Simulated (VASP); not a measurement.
# Zr (Pm-3m) in VASP: single point with PBEsol

Aim: the single point of Zr with PBEsol.

Program: VASP 6.6.1. These are calculated values, not measurements. Logs are shortened: lines on timing, memory, paths and dates and some standing lists are left out, and cuts for length are marked.

**1. The cell of the first run**

It takes space group Pm-3m (No. 221, cubic). The conventional cell has a = 4.416 Å, b = 4.416 Å, c = 4.416 Å, α = 90.00°, β = 90.00°, γ = 90.00°. Zr (site symmetry 4/mmm) has 8 Zr at 3.12 Å within 4.1 Å.

**2. Single point, PBEsol**

INCAR

```
PREC     = Accurate       # precision mode
ENCUT    = 520            # plane-wave cutoff, eV
EDIFF    = 1E-6           # SCF threshold, eV
ISMEAR   = 1              # smearing method
SIGMA    = 0.1            # smearing width, eV
LREAL    = F              # projectors in reciprocal space
LASPH    = T              # aspherical terms in the spheres
NELM     = 60             # most SCF steps
ALGO     = Normal         # electronic algorithm
ISIF     = 2              # what is computed and relaxed
LWAVE    = F              # write WAVECAR
LCHARG   = T              # write CHGCAR
GGA      = PS             # functional
LELF     = T              # ELF
LVHAR    = T            
NBANDS   = 25             # bands
```

KPOINTS

```
regular mesh
0
Gamma
  5 5 5
```

POSCAR

```
Zr
1.0
    4.4164950000      0.0000000000      0.0000000000
    0.0000000000      4.4164950000      0.0000000000
    0.0000000000      0.0000000000      4.4164950000
Zr
3
Direct
    0.5000000000      0.5000000000      0.0000000000
    0.0000000000      0.5000000000      0.5000000000
    0.5000000000      0.0000000000      0.5000000000
```

Potentials or basis: VASP PAW PBE potentials, release 64 (Zr_sv).

Command:

```
$ cat potpaw_PBE.64/Zr_sv/POTCAR > POTCAR
$ mpirun -np 1 vasp_std > vasp.out
```

OUTCAR:

```text
PREC = Accurate
   ENCUT = 520
   EDIFF = 1E-6
   ISMEAR = 1
   LREAL = F
   LASPH = T
   NELM = 60
   ISIF = 2
   GGA = PS

 ion  position               nearest neighbor table
   1  0.500  0.500  0.000-   2 3.12   3 3.12   2 3.12   3 3.12   3 3.12   3 3.12   2 3.12   2 3.12

   2  0.000  0.500  0.500-   1 3.12   3 3.12   1 3.12   3 3.12   1 3.12   3 3.12   1 3.12   3 3.12

   3  0.500  0.000  0.500-   1 3.12   2 3.12   1 3.12   1 3.12   2 3.12   1 3.12   2 3.12   2 3.12

  LATTYP: Found a simple cubic cell.
 ALAT       =     4.4164950000

  Lattice vectors:

 A1 = (   4.4164950000,   0.0000000000,   0.0000000000)
 A2 = (   0.0000000000,   4.4164950000,   0.0000000000)
 A3 = (   0.0000000000,   0.0000000000,   4.4164950000)

Analysis of symmetry for initial positions (statically):
=====================================================================
 Subroutine PRICEL returns:
 Original cell was already a primitive cell.

 Routine SETGRP: Setting up the symmetry group for a
 simple cubic supercell.

 Subroutine GETGRP returns: Found 48 space group operations
 (whereof 48 operations were pure point group operations)
 out of a pool of 48 trial point group operations.

The static configuration has the point symmetry O_h .

Analysis of symmetry for dynamics (positions and initial velocities):
=====================================================================
 Subroutine PRICEL returns:
 Original cell was already a primitive cell.

 Routine SETGRP: Setting up the symmetry group for a
 simple cubic supercell.

 Subroutine GETGRP returns: Found 48 space group operations
 (whereof 48 operations were pure point group operations)
 out of a pool of 48 trial point group operations.

The dynamic configuration has the point symmetry O_h .

 Subroutine INISYM returns: Found 48 space group operations
 (whereof 48 operations are pure point group operations),
 and found     1 'primitive' translations

----------------------------------------------------------------------------------------

                                     Primitive cell

  volume of cell :      86.1456

  direct lattice vectors                    reciprocal lattice vectors
     4.416495000  0.000000000  0.000000000     0.226423895  0.000000000  0.000000000
     0.000000000  4.416495000  0.000000000     0.000000000  0.226423895  0.000000000
     0.000000000  0.000000000  4.416495000     0.000000000  0.000000000  0.226423895

  length of vectors
     4.416495000  4.416495000  4.416495000     0.226423895  0.226423895  0.226423895

  position of ions in fractional coordinates (direct lattice)
     0.500000000  0.500000000  0.000000000
     0.000000000  0.500000000  0.500000000
     0.500000000  0.000000000  0.500000000

  ion indices of the primitive-cell ions
   primitive index   ion index
                 1           1
                 2           2
                 3           3

----------------------------------------------------------------------------------------

 KPOINTS: regular mesh

Automatic generation of k-mesh.
 Grid dimensions read from file:
 generate k-points for:    5    5    5

 Generating k-lattice:

  Cartesian coordinates                     Fractional coordinates (reciprocal lattice)
     0.045284779  0.000000000  0.000000000     0.200000000  0.000000000  0.000000000
     0.000000000  0.045284779  0.000000000     0.000000000  0.200000000  0.000000000
     0.000000000  0.000000000  0.045284779     0.000000000  0.000000000  0.200000000

  Length of vectors
     0.045284779  0.045284779  0.045284779

  Shift w.r.t. Gamma in fractional coordinates (k-lattice)
     0.000000000  0.000000000  0.000000000

 Subroutine IBZKPT returns following result:
 ===========================================

 Found     10 irreducible k-points:

 Following reciprocal coordinates:
            Coordinates               Weight
  0.000000  0.000000  0.000000      1.000000
  0.200000  0.000000  0.000000      6.000000
  0.400000  0.000000  0.000000      6.000000
  0.200000  0.200000  0.000000     12.000000
  0.400000  0.200000  0.000000     24.000000
  0.400000  0.400000  0.000000     12.000000
  0.200000  0.200000  0.200000      8.000000
  0.400000  0.200000  0.200000     24.000000
  0.400000  0.400000  0.200000     24.000000
  0.400000  0.400000  0.400000      8.000000
   k-points           NKPTS =     10   k-points in BZ     NKDIM =     10   number of bands    NBANDS=     25
   number of dos      NEDOS =    301   number of ions     NIONS =      3
   total plane-waves  NPLWV =  46656
   dimension x,y,z NGX =    36 NGY =   36 NGZ =   36
   dimension x,y,z NGXF=    72 NGYF=   72 NGZF=   72
   ions per type =               3
   NGX,Y,Z   is equivalent  to a cutoff of  13.55, 13.55, 13.55 a.u.
   NGXF,Y,Z  is equivalent  to a cutoff of  27.10, 27.10, 27.10 a.u.
 SYSTEM =  unknown system
   PREC   = accura    normal or accurate (medium, high low for compatibility)
   ISTART =      0    job   : 0-new  1-cont  2-samecut
   ICHARG =      2    charge: 1-file 2-atom 10-const
   ISPIN  =      1    spin polarized calculation?
   LNONCOLLINEAR =      F non collinear calculations
   LSORBIT =      F    spin-orbit coupling
   LASPH  =      T    aspherical Exc in radial PAW
   ENCUT  =  520.0 eV  38.22 Ry    6.18 a.u.   8.21  8.21  8.21*2*pi/ulx,y,z
   NELM   =     60;   NELMIN=  2; NELMDL= -5     # of ELM steps
   EDIFF  = 0.1E-05   stopping-criterion for ELM
   LREAL  =      F    real-space projection
   EDIFFG = 0.1E-04   stopping-criterion for IOM
   NSW    =      0    number of steps for IOM
   IBRION =     -1    ionic relax: 0-MD 1-quasi-New 2-CG
   NFREE  =      0    steps in history (QN), initial steepest desc. (CG)
   ISIF   =      2    stress and relaxation
   ISYM   =      2    0-nonsym 1-usesym 2-fastsym
   POTIM  = 0.5000    time-step for ionic-motion
   TEBEG  =    0.0;   TEEND  =   0.0 temperature during run
   PSTRESS=    0.0 pullay stress
   NELECT =      36.0000    total number of electrons
   NUPDOWN=      -1.0000    fix difference up-down
   EMIN   =  10.00;   EMAX   =-10.00  energy-range for DOS
   EFERMI =   0.00;   METHOD = LEGACY
   ISMEAR =     1;   SIGMA  =   0.10  broadening in eV -4-tet -1-fermi 0-gaus
   EFERMI_NEDOS =   21; number of points for ismear=-14 and -15
   IALGO  =     38    algorithm
   IMIX   =      4    mixing-type and parameters
     AMIX     =   0.40;   BMIX     =  1.00
     AMIX_MAG =   1.60;   BMIX_MAG =  1.00
  volume/ion in A,a.u.               =      28.72       193.78
  Fermi-wavevector in a.u.,A,eV,Ry     =   1.223953  2.312935 20.382342  1.498060
  Thomas-Fermi vector in A             =   2.359045
   LORBIT       =      0    0 simple, 1 ext, 2 COOP (PROOUT), +10 PAW based schemes
   GGA     = PS    functional components
   LHFCALC =     F    Hartree Fock is set to
   AEXX    =    0.0000 exact exchange contribution
   IVDW    =     0    specifies the selected vdW correction
   LEPSILON=     F    determine dielectric tensor
   LRPA    =     F    only Hartree local field effects (RPA)
 non-spin polarized calculation
 Methfessel and Paxton  Order N= 1 SIGMA  =   0.10
  energy-cutoff  :      520.00
  volume of cell :       86.15
 maximum number of plane-waves:      2338
 NGX is ok and might be reduce to    36
   NGX = 17   NGY = 17   NGZ = 17

 number of electron      36.0000000 magnetization

 Free energy of the ion-electron system (eV)
  ---------------------------------------------------
  ext. energy  EPLUGINS =         0.00000000
  ---------------------------------------------------
  free energy    TOTEN  =       -24.64468600 eV

  energy without entropy =      -24.64283153  energy(sigma->0) =      -24.64406784

 E-fermi :   6.2645     XC(G=0): -10.1068

 val. band max:        6.1871512887   @ k =   0.4000   0.2000   0.0000
 cond. band min:       6.2687774676   @ k =   0.4000   0.2000   0.0000
 fundamental gap:      0.0816261789
 Fermi energy:         6.2645213461

 k-point     1 :       0.0000    0.0000    0.0000
  band No.  band energies     occupation
      1     -42.3489      2.00000
      2     -42.1605      2.00000
      3     -42.1605      2.00000
      4     -20.7031      2.00000
      5     -20.7031      2.00000
      6     -20.7031      2.00000
[... 17 lines left out ...]
     24      10.3076      0.00000
     25      10.3076      0.00000

 k-point     2 :       0.2000    0.0000    0.0000
  band No.  band energies     occupation
      1     -42.3331      2.00000
      2     -42.1763      2.00000
      3     -42.1603      2.00000
      4     -20.6616      2.00000
      5     -20.6616      2.00000
      6     -20.6396      2.00000
[... 17 lines left out ...]
     24       9.9652      0.00000
     25       9.9750      0.00000

 k-point     3 :       0.4000    0.0000    0.0000
  band No.  band energies     occupation
      1     -42.2966      2.00000
      2     -42.2132      2.00000
      3     -42.1600      2.00000
      4     -20.5729      2.00000
      5     -20.5729      2.00000
      6     -20.4783      2.00000
[... 17 lines left out ...]
     24       8.6019      0.00000
     25       9.3548      0.00000

 k-point     4 :       0.2000    0.2000    0.0000
  band No.  band energies     occupation
      1     -42.3186      2.00000
      2     -42.1821      2.00000
      3     -42.1689      2.00000
      4     -20.6850      2.00000
      5     -20.6189      2.00000
      6     -20.5387      2.00000
[... 17 lines left out ...]
     24       9.4341      0.00000
     25       9.8302      0.00000
[... 85 lines left out ...]
 k-point     8 :       0.4000    0.2000    0.2000
  band No.  band energies     occupation
      1     -42.2740      2.00000
      2     -42.2133      2.00000
      3     -42.1816      2.00000
      4     -20.6964      2.00000
      5     -20.5398      2.00000
      6     -20.5254      2.00000
[... 17 lines left out ...]
     24       8.9260      0.00000
     25       9.1811      0.00000

 k-point     9 :       0.4000    0.4000    0.2000
  band No.  band energies     occupation
      1     -42.2482      2.00000
      2     -42.2166      2.00000
      3     -42.2032      2.00000
      4     -20.7307      2.00000
      5     -20.6489      2.00000
      6     -20.5366      2.00000
[... 17 lines left out ...]
     24       9.0001      0.00000
     25       9.0873      0.00000

 k-point    10 :       0.4000    0.4000    0.4000
  band No.  band energies     occupation
      1     -42.2343      2.00000
      2     -42.2162      2.00000
      3     -42.2162      2.00000
      4     -20.8501      2.00000
      5     -20.6553      2.00000
      6     -20.6525      2.00000
[... 17 lines left out ...]
     24       9.1013      0.00000
     25       9.1014      0.00000

------------------------ aborting loop because EDIFF is reached ----------------------------------------

  FORCE on cell =-STRESS in cart. coord.  units (eV):
  Direction    XX          YY          ZZ          XY          YZ          ZX
  --------------------------------------------------------------------------------------
  -------------------------------------------------------------------------------------
  Total       -4.0009337     -4.0009337     -4.0009337     -0.0000000     -0.0000000     -0.0000000
  in kB      -74.4112688    -74.4112688    -74.4112688     -0.0000000     -0.0000000     -0.0000000
  external PRESSURE =     -74.4112688 kB  Pullay stress =       0.0000000 kB

 VOLUME and BASIS-vectors are now :
 -----------------------------------------------------------------------------
  energy-cutoff  :      520.00
  volume of cell :       86.15
      direct lattice vectors                 reciprocal lattice vectors
     4.416495000  0.000000000  0.000000000     0.226423895  0.000000000  0.000000000
     0.000000000  4.416495000  0.000000000     0.000000000  0.226423895  0.000000000
     0.000000000  0.000000000  4.416495000     0.000000000  0.000000000  0.226423895

 POSITION                                       TOTAL-FORCE (eV/Angst)
 -----------------------------------------------------------------------------------
      2.20825      2.20825      0.00000         0.000000      0.000000      0.000000
      0.00000      2.20825      2.20825         0.000000      0.000000      0.000000
      2.20825      0.00000      2.20825         0.000000      0.000000      0.000000
 -----------------------------------------------------------------------------------
    total drift:                                0.000000      0.000000      0.000000

  FREE ENERGIE OF THE ION-ELECTRON SYSTEM (eV)
  ---------------------------------------------------
  free  energy   TOTEN  =       -24.6446859999 eV

  energy  without entropy=      -24.6428315264  energy(sigma->0) =      -24.64406784
```

Wall time 40 s (1 thread of Intel Xeon 6975P-C, shared host); peak memory 0.17 GiB.

What came out:

- Free energy: -24.6447 eV
- Pressure: -7.4 GPa
- Band gap on the k mesh: zero (band 18 reaches 6.98 eV, above the bottom of band 19 at 5.01 eV)

Levels at points of the mesh, in eV from the Fermi level:
| k point | band 14 | band 15 | band 16 | band 17 | band 18 | band 19 | band 20 | band 21 | band 22 | band 23 |
| --- | --- | --- | --- | --- | --- | --- | --- | --- | --- | --- |
| (0.00, 0.00, 0.00) | -2.77 | -1.34 | -1.34 | -1.26 | -1.26 | -1.26 | 2.86 | 2.86 | 2.86 | 4.04 |

Caveat: the PAW data sets were made with another functional, which shifts forces and pressure a little.
